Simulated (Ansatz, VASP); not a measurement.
# GaAs in VASP and in Ansatz

```
Ga As
1.0
     0.00000    2.55386    2.55386
     2.55386    0.00000    2.55386
     2.55386    2.55386    0.00000
Ga As
1 1
Direct
  0.00000 0.00000 0.00000
  0.50000 0.50000 0.50000
```

Change from the starting cell: volume scaled by 0.88, PAW files.

Alike in both runs: task single point; functional r2SCAN; k mesh 15 × 15 × 15; occupations fermi-dirac, width 0.1 eV; no spin polarisation.

```csv
,VASP,Ansatz
version,VASP 6.6.1,Ansatz 0.2.0
potentials or method,"VASP PAW PBE potentials, release 64 (Ga_d, As)","PAW with Ansatz's default frozen-core files, scalar-relativistic"
plane-wave cutoff (eV),520,500
valence electrons in the cell,18,28
```

|  | VASP | Ansatz | Ansatz less VASP |
| --- | --- | --- | --- |
| pressure (GPa) | 14.3 | 14.2 | -0.13 |

VASP's potentials were made for PBE, not for r2SCAN. The functional is the same, so the differences come from potentials, cutoffs and numerics. VASP's potentials hold 18 valence electrons a cell and Ansatz's 28, so a difference there can come from the potentials and not from the codes.
